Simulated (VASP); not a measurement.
# Au (Fm-3m) in VASP: notebook

The runs below take Au through single point, with LDA, PBEsol.

All numbers are computed with VASP 6.6.1; they aren't measurements. Logs are shortened: lines on timing, memory, paths and dates and some standing lists are left out, and cuts for length are marked.

## 1. The cell of the first run

The structure is cubic, space group Fm-3m (No. 225). Conventional cell: a = 3.987 Å, b = 3.987 Å, c = 3.987 Å, α = 90.00°, β = 90.00°, γ = 90.00°. Within 3.7 Å of Au (site symmetry m-3m) lie 12 Au at 2.82 Å.

## 2. Single point, LDA (volume scaled by 0.94)

File INCAR:

```
SYSTEM = Au
PREC = Accurate ; ENCUT = 520
EDIFF = 1E-7 ; ISMEAR = -1
SIGMA = 0.05 ; LREAL = .FALSE.
LASPH = .TRUE. ; NELM = 80
ALGO = Fast ; ISIF = 2
LWAVE = .FALSE. ; LCHARG = .FALSE.
NBANDS = 12
```

File KPOINTS:

```
regular mesh
0
G
  11 11 11
  0 0 0
```

File POSCAR:

```
Au
1.0
    0.0000000000      1.9934577312      1.9934577312
    1.9934577312      0.0000000000      1.9934577312
    1.9934577312      1.9934577312      0.0000000000
Au
1
Direct
    0.0000000000      0.0000000000      0.0000000000
```

Potentials or basis: VASP PAW LDA potentials, release 64 (Au).

Command:

```console
$ cat potpaw_LDA.64/Au/POTCAR > POTCAR
$ mpirun -np 1 vasp_std > vasp.out
```

OUTCAR:

```text
SYSTEM = Au
   PREC = Accurate
   ENCUT = 520
   EDIFF = 1E-7
   ISMEAR = -1
   LREAL = .FALSE.
   LASPH = .TRUE.
   NELM = 80
   ISIF = 2

 ion  position               nearest neighbor table
   1  0.000  0.000  0.000-

  LATTYP: Found a face centered cubic cell.
 ALAT       =     3.9869154624

  Lattice vectors:

 A1 = (   0.0000000000,   1.9934577312,   1.9934577312)
 A2 = (   1.9934577312,   0.0000000000,   1.9934577312)
 A3 = (   1.9934577312,   1.9934577312,   0.0000000000)

Analysis of symmetry for initial positions (statically):
=====================================================================
 Subroutine PRICEL returns:
 Original cell was already a primitive cell.

 Routine SETGRP: Setting up the symmetry group for a
 face centered cubic supercell.

 Subroutine GETGRP returns: Found 48 space group operations
[... 9 lines left out ...]

 Routine SETGRP: Setting up the symmetry group for a
 face centered cubic supercell.

 Subroutine GETGRP returns: Found 48 space group operations
[... 11 lines left out ...]
                                     Primitive cell

  volume of cell :      15.8435

  direct lattice vectors                    reciprocal lattice vectors
     0.000000000  1.993457731  1.993457731    -0.250820467  0.250820467  0.250820467
     1.993457731  0.000000000  1.993457731     0.250820467 -0.250820467  0.250820467
     1.993457731  1.993457731  0.000000000     0.250820467  0.250820467 -0.250820467

  length of vectors
     2.819174959  2.819174959  2.819174959     0.434433793  0.434433793  0.434433793

  position of ions in fractional coordinates (direct lattice)
     0.000000000  0.000000000  0.000000000

  ion indices of the primitive-cell ions
   primitive index   ion index
                 1           1

----------------------------------------------------------------------------------------

 KPOINTS: regular mesh

Automatic generation of k-mesh.
 Grid dimensions read from file:
 generate k-points for:   11   11   11

 Generating k-lattice:

  Cartesian coordinates                     Fractional coordinates (reciprocal lattice)
    -0.022801861  0.022801861  0.022801861     0.090909091  0.000000000  0.000000000
     0.022801861 -0.022801861  0.022801861     0.000000000  0.090909091  0.000000000
     0.022801861  0.022801861 -0.022801861     0.000000000  0.000000000  0.090909091

  Length of vectors
     0.039493981  0.039493981  0.039493981

  Shift w.r.t. Gamma in fractional coordinates (k-lattice)
     0.000000000  0.000000000  0.000000000

 Subroutine IBZKPT returns following result:
 ===========================================

 Found     56 irreducible k-points:

 Following reciprocal coordinates:
            Coordinates               Weight
  0.000000  0.000000  0.000000      1.000000
  0.090909  0.000000  0.000000      8.000000
  0.181818  0.000000  0.000000      8.000000
  0.272727  0.000000  0.000000      8.000000
  0.363636  0.000000  0.000000      8.000000
  0.454545  0.000000  0.000000      8.000000
[... 16 lines left out ...]
 -0.272727  0.181818  0.000000     24.000000
 -0.181818  0.181818  0.000000     12.000000
 [... further k-points ...]
   k-points           NKPTS =     56   k-points in BZ     NKDIM =     56   number of bands    NBANDS=     12
   number of dos      NEDOS =    301   number of ions     NIONS =      1
   total plane-waves  NPLWV =  13824
   dimension x,y,z NGX =    24 NGY =   24 NGZ =   24
   dimension x,y,z NGXF=    48 NGYF=   48 NGZF=   48
   ions per type =               1
   NGX,Y,Z   is equivalent  to a cutoff of  14.15, 14.15, 14.15 a.u.
   NGXF,Y,Z  is equivalent  to a cutoff of  28.31, 28.31, 28.31 a.u.
 SYSTEM =  Au
   PREC   = accura    normal or accurate (medium, high low for compatibility)
   ISTART =      0    job   : 0-new  1-cont  2-samecut
   ICHARG =      2    charge: 1-file 2-atom 10-const
   ISPIN  =      1    spin polarized calculation?
   LNONCOLLINEAR =      F non collinear calculations
   LSORBIT =      F    spin-orbit coupling
   LASPH  =      T    aspherical Exc in radial PAW
   ENCUT  =  520.0 eV  38.22 Ry    6.18 a.u.   5.24  5.24  5.24*2*pi/ulx,y,z
   NELM   =     80;   NELMIN=  2; NELMDL= -5     # of ELM steps
   EDIFF  = 0.1E-06   stopping-criterion for ELM
   LREAL  =      F    real-space projection
   EDIFFG = 0.1E-05   stopping-criterion for IOM
   NSW    =      0    number of steps for IOM
   IBRION =     -1    ionic relax: 0-MD 1-quasi-New 2-CG
   NFREE  =      0    steps in history (QN), initial steepest desc. (CG)
   ISIF   =      2    stress and relaxation
   ISYM   =      2    0-nonsym 1-usesym 2-fastsym
   POTIM  = 0.5000    time-step for ionic-motion
   TEBEG  =    0.0;   TEEND  =   0.0 temperature during run
   PSTRESS=    0.0 pullay stress
   NELECT =      11.0000    total number of electrons
   NUPDOWN=      -1.0000    fix difference up-down
   EMIN   =  10.00;   EMAX   =-10.00  energy-range for DOS
   EFERMI =   0.00;   METHOD = LEGACY
   ISMEAR =    -1;   SIGMA  =   0.05  broadening in eV -4-tet -1-fermi 0-gaus
   EFERMI_NEDOS =   21; number of points for ismear=-14 and -15
   IALGO  =     68    algorithm
   IMIX   =      4    mixing-type and parameters
     AMIX     =   0.40;   BMIX     =  1.00
     AMIX_MAG =   1.60;   BMIX_MAG =  1.00
  volume/ion in A,a.u.               =      15.84       106.92
  Fermi-wavevector in a.u.,A,eV,Ry     =   1.449624  2.739392 28.591414  2.101410
  Thomas-Fermi vector in A             =   2.567329
   LORBIT       =      0    0 simple, 1 ext, 2 COOP (PROOUT), +10 PAW based schemes
   GGA     = CA    functional components
   LHFCALC =     F    Hartree Fock is set to
   AEXX    =    0.0000 exact exchange contribution
   IVDW    =     0    specifies the selected vdW correction
   LEPSILON=     F    determine dielectric tensor
   LRPA    =     F    only Hartree local field effects (RPA)
 non-spin polarized calculation
 RMM-DIIS sequential band-by-band and
  energy-cutoff  :      520.00
  volume of cell :       15.84
 maximum number of plane-waves:       440
 NGX is ok and might be reduce to    24
   NGX = 11   NGY = 11   NGZ = 11

 number of electron      11.0000002 magnetization

 Free energy of the ion-electron system (eV)
  ---------------------------------------------------
  ext. energy  EPLUGINS =         0.00000000
  ---------------------------------------------------
  free energy    TOTEN  =        -4.42960679 eV

  energy without entropy =       -4.42731951  energy(sigma->0) =       -4.42846315

 E-fermi :  10.5309     XC(G=0): -13.4083

 val. band max:       10.4498440806   @ k =   0.4545   0.2727   0.0000
 cond. band min:      10.5907149266   @ k =  -0.4545   0.0909   0.0000
 fundamental gap:      0.1408708460
 Fermi energy:        10.5309331732

 k-point     1 :       0.0000    0.0000    0.0000
  band No.  band energies     occupation
      1      -0.1414      2.00000
      2       5.4458      2.00000
      3       5.4458      2.00000
      4       5.4458      2.00000
      5       7.1920      2.00000
      6       7.1920      2.00000
      7      24.9262      0.00000
      8      29.3019      0.00000
      9      29.3019      0.00000
     10      29.3019      0.00000
     11      34.5734      0.00000
     12      40.0315      0.00000

 k-point     2 :       0.0909    0.0000    0.0000
  band No.  band energies     occupation
      1       0.1645      2.00000
      2       5.3408      2.00000
      3       5.5528      2.00000
      4       5.5528      2.00000
      5       7.1437      2.00000
      6       7.1437      2.00000
      7      25.3150      0.00000
      8      27.7083      0.00000
      9      29.7080      0.00000
     10      29.7080      0.00000
     11      35.6146      0.00000
     12      37.7446      0.00000

 k-point     3 :       0.1818    0.0000    0.0000
  band No.  band energies     occupation
      1       0.9999      2.00000
      2       5.1673      2.00000
      3       5.7470      2.00000
      4       5.7470      2.00000
      5       7.1420      2.00000
      6       7.1420      2.00000
      7      24.6760      0.00000
      8      26.2208      0.00000
      9      30.7529      0.00000
     10      30.7529      0.00000
     11      33.3397      0.00000
     12      35.6409      0.00000

 k-point     4 :       0.2727    0.0000    0.0000
  band No.  band energies     occupation
      1       1.9871      2.00000
      2       5.4124      2.00000
      3       5.7334      2.00000
      4       5.7334      2.00000
      5       7.4906      2.00000
      6       7.4906      2.00000
      7      21.3057      0.00000
      8      26.0240      0.00000
      9      31.1702      0.00000
     10      31.1702      0.00000
     11      33.0680      0.00000
     12      34.0493      0.00000

 k-point     5 :       0.3636    0.0000    0.0000
  band No.  band energies     occupation
      1       2.4613      2.00000
      2       5.5550      2.00000
      3       5.5550      2.00000
      4       6.7653      2.00000
      5       8.0742      2.00000
      6       8.0742      2.00000
      7      17.6851      0.00000
      8      25.0813      0.00000
      9      29.5067      0.00000
     10      29.5067      0.00000
     11      35.2260      0.00000
     12      35.2489      0.00000
[... 228 lines left out ...]
      1       3.2988      2.00000
      2       4.8920      2.00000
      3       6.1091      2.00000
      4       6.2240      2.00000
      5       8.5001      2.00000
      6      12.4082      0.00000
      7      13.9927      0.00000
      8      23.7496      0.00000
      9      26.4790      0.00000
     10      26.6584      0.00000
     11      36.5787      0.00000
     12      36.7766      0.00000

 k-point    22 :      -0.3636    0.1818    0.0000
  band No.  band energies     occupation
      1       3.3923      2.00000
      2       4.9901      2.00000
      3       6.0494      2.00000
      4       6.0867      2.00000
      5       7.9382      2.00000
      6      11.1066      0.00002
      7      16.0742      0.00000
      8      23.1828      0.00000
      9      26.5421      0.00000
     10      28.2166      0.00000
     11      34.6512      0.00000
     12      36.7589      0.00000

 k-point    23 :      -0.2727    0.1818    0.0000
  band No.  band energies     occupation
      1       3.3486      2.00000
      2       5.0047      2.00000
      3       5.4100      2.00000
      4       6.2136      2.00000
      5       7.1668      2.00000
      6       9.6659      2.00000
      7      19.4235      0.00000
      8      23.3808      0.00000
      9      27.1630      0.00000
     10      30.7477      0.00000
     11      32.0509      0.00000
     12      36.8479      0.00000

 k-point    24 :      -0.1818    0.1818    0.0000
  band No.  band energies     occupation
      1       2.5922      2.00000
      2       4.7435      2.00000
      3       5.6594      2.00000
      4       6.4321      2.00000
      5       6.4839      2.00000
      6       8.5399      2.00000
      7      22.3689      0.00000
      8      24.5351      0.00000
      9      28.5166      0.00000
     10      29.9402      0.00000
     11      33.2909      0.00000
     12      36.0930      0.00000

 [... further k-points ...]

------------------------ aborting loop because EDIFF is reached ----------------------------------------

  FORCE on cell =-STRESS in cart. coord.  units (eV):
  Direction    XX          YY          ZZ          XY          YZ          ZX
  --------------------------------------------------------------------------------------
  -------------------------------------------------------------------------------------
  Total        1.0483028      1.0483028      1.0483028      0.0000000     -0.0000000      0.0000000
  in kB      106.0098523    106.0098523    106.0098523      0.0000000     -0.0000000      0.0000000
  external PRESSURE =     106.0098523 kB  Pullay stress =       0.0000000 kB

 VOLUME and BASIS-vectors are now :
 -----------------------------------------------------------------------------
  energy-cutoff  :      520.00
  volume of cell :       15.84
      direct lattice vectors                 reciprocal lattice vectors
     0.000000000  1.993457731  1.993457731    -0.250820467  0.250820467  0.250820467
     1.993457731  0.000000000  1.993457731     0.250820467 -0.250820467  0.250820467
     1.993457731  1.993457731  0.000000000     0.250820467  0.250820467 -0.250820467

 POSITION                                       TOTAL-FORCE (eV/Angst)
 -----------------------------------------------------------------------------------
      0.00000      0.00000      0.00000         0.000000      0.000000     -0.000000
 -----------------------------------------------------------------------------------
    total drift:                                0.000000      0.000000     -0.000000

  FREE ENERGIE OF THE ION-ELECTRON SYSTEM (eV)
  ---------------------------------------------------
  free  energy   TOTEN  =        -4.4296067879 eV

  energy  without entropy=       -4.4273195133  energy(sigma->0) =       -4.42846315
```

It took 4.4 s on 1 thread of Intel Xeon 6975P-C (Granite Rapids), shared host; peak memory 0.13 GiB.

What came out:

```yaml
Free_energy: -4.4296 eV
Pressure: 10.6 GPa
```

Caveat: the cell differs from its parent crystal (volume scaled by 0.94); spin-orbit coupling is left out, which moves the levels of the heavy elements.

## 3. Single point, LDA (volume scaled by 1.04)

File INCAR:

```
SYSTEM = Au
ALGO = Normal ; EDIFF = 1E-7
ENCUT = 520 ; GGA = CA
ISIF = 2 ; ISMEAR = -1
LASPH = .True. ; LCHARG = .True.
LELF = .True. ; LREAL = .False.
LVHAR = .True. ; LWAVE = .False.
NBANDS = 12 ; NELM = 60
PREC = Accurate ; SIGMA = 0.05
```

File KPOINTS:

```
k-points
0
Gamma
  11 11 11
  0 0 0
```

File POSCAR:

```
Au
1.0
    0.0000000000      2.0617793868      2.0617793868
    2.0617793868      0.0000000000      2.0617793868
    2.0617793868      2.0617793868      0.0000000000
Au
1
Direct
    0.0000000000      0.0000000000      0.0000000000
```

Potentials or basis: VASP PAW LDA potentials, release 64 (Au).

Command:

```console
$ cat potpaw_LDA.64/Au/POTCAR > POTCAR
$ mpirun -np 1 vasp_std > vasp.out
```

Run time: 3.8 s. Hardware: 1 thread of Intel Xeon 6975P-C (Granite Rapids), shared host; peak memory 0.13 GiB.

It converged, with:

- Free energy: -4.4285 eV
- Pressure: -8.9 GPa

Levels at points of the mesh, in eV from the Fermi level:
| k point | band 2 | band 3 | band 4 | band 5 | band 6 | band 7 | band 8 | band 9 | band 10 | band 11 |
| --- | --- | --- | --- | --- | --- | --- | --- | --- | --- | --- |
| (0.00, 0.00, 0.00) | -4.60 | -4.60 | -4.60 | -3.14 | -3.14 | 14.48 | 18.27 | 18.27 | 18.27 | 23.21 |

Caveat: the cell differs from its parent crystal (volume scaled by 1.04); spin-orbit coupling is left out, which moves the levels of the heavy elements.

## 4. Single point, PBEsol

This run uses another cell than the first one, of 15.57 Å³/atom, 0.983 times its volume.

File INCAR:

```
PREC = Accurate ; ENCUT = 520
EDIFF = 1E-6 ; ISMEAR = -1
SIGMA = 0.05 ; LREAL = F
LASPH = T ; NELM = 100
ALGO = Normal ; ISIF = 2
LWAVE = F ; LCHARG = F
GGA = PS ; NBANDS = 12
```

File KPOINTS:

```
regular mesh
0
Gamma
  11 11 11
```

File POSCAR:

```
Au
1.0
    0.0000000000      1.9818154878      1.9818154878
    1.9818154878      0.0000000000      1.9818154878
    1.9818154878      1.9818154878      0.0000000000
Au
1
Direct
    0.0000000000      0.0000000000      0.0000000000
```

Potentials or basis: VASP PAW PBE potentials, release 64 (Au).

Command:

```console
$ cat potpaw_PBE.64/Au/POTCAR > POTCAR
$ mpirun -np 1 vasp_std > vasp.out
```

Wall time 7.3 s (1 thread of AMD EPYC 9R45 (Zen 5), shared host); peak memory 0.11 GiB.

Results (log left out):

```yaml
Free_energy: -3.8529 eV
Pressure: 19.7 GPa
```

Levels at points of the mesh, in eV from the Fermi level:
```
           k point  band 2  band 3  band 4  band 5  band 6  band 7  band 8  band 9  band 10  band 11
(0.00, 0.00, 0.00)   -5.15   -5.15   -5.15   -3.36   -3.36   14.39   18.91   18.91    18.91    24.08
```

Caveat: the PAW data sets were made with another functional, which shifts forces and pressure a little; spin-orbit coupling is left out, which moves the levels of the heavy elements.

## 5. Single point, PBEsol

This run uses another cell than the first one, of 15.06 Å³/atom, 0.951 times its volume.

File INCAR:

```
SYSTEM = Au
ALGO = Normal
EDIFF = 1E-6
ENCUT = 520
GGA = PS
ISIF = 2
ISMEAR = -1
LASPH = .TRUE.
LCHARG = .FALSE.
LREAL = .FALSE.
LWAVE = .FALSE.
NBANDS = 12
NELM = 80
PREC = Accurate
SIGMA = 0.05
```

File KPOINTS:

```
k-points
0
G
  11 11 11
  0 0 0
```

File POSCAR:

```
Au
1.0
    0.0000000000      1.9602385696      1.9602385696
    1.9602385696      0.0000000000      1.9602385696
    1.9602385696      1.9602385696      0.0000000000
Au
1
Direct
    0.0000000000      0.0000000000      0.0000000000
```

Command:

```console
$ cat potpaw_PBE.64/Au/POTCAR > POTCAR
$ mpirun -np 1 vasp_std > vasp.out
```

Wall time 7.5 s (1 thread of AMD EPYC 9R45 (Zen 5), shared host); peak memory 0.11 GiB.

It converged, with:

```
Free energy : -3.7755 eV
Pressure    : 29.7 GPa
```

Levels at points of the mesh, in eV from the Fermi level:
```tsv
k point	band 4	band 5	band 6	band 7	band 8	band 9
(0.00, 0.00, 0.00)	-5.34	-3.44	-3.44	14.32	19.03	19.03
```

Caveat: the PAW data sets were made with another functional, which shifts forces and pressure a little; spin-orbit coupling is left out, which moves the levels of the heavy elements.

[end of part 1 of 2]
